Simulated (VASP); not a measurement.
# CdSe (F-43m) in VASP: notebook, part 2 of 2

VASP 6.6.1. The steps go on from the part before.

## Step 6: Single point, r2SCAN (30.60 Å³/atom)

This run uses another cell than the first one, of 30.60 Å³/atom.

File POSCAR:

```
CdSe
1.0
    0.0000000000      3.1279699470      3.1279699470
    3.1279699470      0.0000000000      3.1279699470
    3.1279699470      3.1279699470      0.0000000000
Cd Se
1 1
Direct
    0.0000000000      0.0000000000      0.0000000000
    0.7500000000      0.7500000000      0.7500000000
```

File INCAR.step1:

```
PREC = Accurate ; ENCUT = 550
ISMEAR = 0 ; SIGMA = 0.01
LREAL = F ; LASPH = T
NELM = 120 ; NBANDS = 16
GGA = PE ; ALGO = Normal
EDIFF = 1E-5 ; LWAVE = T
LCHARG = F ; GGA_COMPAT = F
```

File INCAR.step2:

```
PREC = Accurate ; ENCUT = 550
EDIFF = 1E-6 ; ISMEAR = 0
SIGMA = 0.01 ; LREAL = F
LASPH = T ; NELM = 120
ALGO = Normal ; ISIF = 2
LWAVE = F ; LCHARG = F
METAGGA = R2SCAN ; LMIXTAU = T
NBANDS = 16 ; ISTART = 1
GGA_COMPAT = F
```

File KPOINTS:

```
Automatic mesh
0
Gamma
  6 6 6
```

Potentials or basis: VASP PAW PBE potentials, release 64 (Cd, Se).

Command:

```
> cat potpaw_PBE.64/Cd/POTCAR potpaw_PBE.64/Se/POTCAR > POTCAR
> cp INCAR.step1 INCAR
> mpirun -np 1 vasp_std > vasp.out
> cp INCAR.step2 INCAR
> mpirun -np 1 vasp_std > vasp.out
```

OUTCAR:

```text
PREC = Accurate
   ENCUT = 550
   EDIFF = 1E-6
   ISMEAR = 0
   LREAL = F
   LASPH = T
   NELM = 120
   ISIF = 2
   METAGGA = R2SCAN
   ISTART = 1

 ion  position               nearest neighbor table
   1  0.000  0.000  0.000-   2 2.71   2 2.71   2 2.71   2 2.71
   2  0.750  0.750  0.750-   1 2.71   1 2.71   1 2.71   1 2.71

  LATTYP: Found a face centered cubic cell.
 ALAT       =     6.2559398940

  Lattice vectors:
[... 479 lines left out ...]
     15      13.1387      0.00000
     16      13.3006      0.00000

------------------------ aborting loop because EDIFF is reached ----------------------------------------

  FORCE on cell =-STRESS in cart. coord.  units (eV):
  Direction    XX          YY          ZZ          XY          YZ          ZX
  --------------------------------------------------------------------------------------
  -------------------------------------------------------------------------------------
  Total       -0.9549197     -0.9549197     -0.9549197     -0.0000000     -0.0000000     -0.0000000
  in kB      -24.9953779    -24.9953779    -24.9953779     -0.0000000     -0.0000000     -0.0000000
  external PRESSURE =     -24.9953779 kB  Pullay stress =       0.0000000 kB

 VOLUME and BASIS-vectors are now :
 -----------------------------------------------------------------------------
  energy-cutoff  :      550.00
  volume of cell :       61.21
      direct lattice vectors                 reciprocal lattice vectors
     0.000000000  3.127969947  3.127969947    -0.159848083  0.159848083  0.159848083
     3.127969947  0.000000000  3.127969947     0.159848083 -0.159848083  0.159848083
     3.127969947  3.127969947  0.000000000     0.159848083  0.159848083 -0.159848083

 POSITION                                       TOTAL-FORCE (eV/Angst)
 -----------------------------------------------------------------------------------
      0.00000      0.00000      0.00000         0.000000      0.000000      0.000000
      4.69195      4.69195      4.69195        -0.000000     -0.000000     -0.000000
 -----------------------------------------------------------------------------------
    total drift:                               -0.000000     -0.000000     -0.000000

  FREE ENERGIE OF THE ION-ELECTRON SYSTEM (eV)
  ---------------------------------------------------
  free  energy   TOTEN  =       -35.8869471665 eV

  energy  without entropy=      -35.8869471665  energy(sigma->0) =      -35.88694717
```

OUTCAR.step1:

```text
PREC = Accurate
   ENCUT = 550
   ISMEAR = 0
   LREAL = F
   LASPH = T
[... 514 lines left out ...]
 -----------------------------------------------------------------------------------
      0.00000      0.00000      0.00000        -0.000000     -0.000000     -0.000000
      4.69195      4.69195      4.69195         0.000000      0.000000      0.000000
 -----------------------------------------------------------------------------------
    total drift:                               -0.000000     -0.000000     -0.000000

  FREE ENERGIE OF THE ION-ELECTRON SYSTEM (eV)
  ---------------------------------------------------
  free  energy   TOTEN  =        -5.4912012507 eV

  energy  without entropy=       -5.4912012507  energy(sigma->0) =       -5.49120125
```

OSZICAR.step1:

```text
N       E                     dE             d eps       ncg     rms          rms(c)
DAV:   1     0.111631107164E+03    0.11163E+03   -0.91127E+03   512   0.105E+03
DAV:   2    -0.155994458992E+01   -0.11319E+03   -0.10671E+03   640   0.254E+02
DAV:   3    -0.586535409728E+01   -0.43054E+01   -0.42984E+01   600   0.508E+01
DAV:   4    -0.588420559433E+01   -0.18851E-01   -0.18851E-01   688   0.341E+00
DAV:   5    -0.588432654576E+01   -0.12095E-03   -0.12095E-03   608   0.236E-01    0.522E+00
DAV:   6    -0.551025159672E+01    0.37407E+00   -0.57113E-01   720   0.840E+00    0.427E+00
DAV:   7    -0.548991429879E+01    0.20337E-01   -0.13186E-01   608   0.239E+00    0.190E+00
DAV:   8    -0.549081365586E+01   -0.89936E-03   -0.11645E-02   576   0.126E+00    0.236E-01
DAV:   9    -0.549107403351E+01   -0.26038E-03   -0.13242E-03   608   0.427E-01    0.529E-02
DAV:  10    -0.549114646364E+01   -0.72430E-04   -0.14199E-04   632   0.142E-01    0.456E-02
DAV:  11    -0.549120143075E+01   -0.54967E-04   -0.87587E-05   616   0.575E-02    0.178E-02
DAV:  12    -0.549120125071E+01    0.18004E-06   -0.11123E-06   496   0.102E-02
   1 F= -.54912013E+01 E0= -.54912013E+01  d E =-.334317E-53
```

Run time: 35 s. Hardware: 1 thread of Intel Xeon 6975P-C (Granite Rapids), shared host; peak memory 0.21 GiB.

What came out:

```yaml
Free_energy: -35.8869 eV
Pressure: -2.5 GPa
Band_gap_on_the_k_mesh: 0.89 eV
```

Caveat: the PAW data sets were made with another functional, which shifts forces and pressure a little.

## Step 7: The runs side by side

```tsv
cell	gap on the mesh (eV)	pressure (GPa)
a = 4.250 Å, angles 60.0°, 2 atoms	1.17	3.9
a = 4.295 Å, angles 60.0°, 2 atoms	1.09	1.9
a = 4.339 Å, angles 60.0°, 2 atoms	1.03	0.2
a = 4.381 Å, angles 60.0°, 2 atoms	0.96	-1.3
a = 4.424 Å, angles 60.0°, 2 atoms	0.89	-2.5
```

Alike in all rows: task single point; level r2SCAN; potentials or basis VASP PAW PBE potentials, release 64 (Cd, Se); no spin polarisation; k mesh 6 × 6 × 6; cutoff (eV) 550; smearing gaussian 0.01 eV.

Caveats: the PAW data sets were made with another functional, which shifts forces and pressure a little; the cell stands under pressure (at least some runs).

Absolute energies hang on the potentials; compare differences alone.
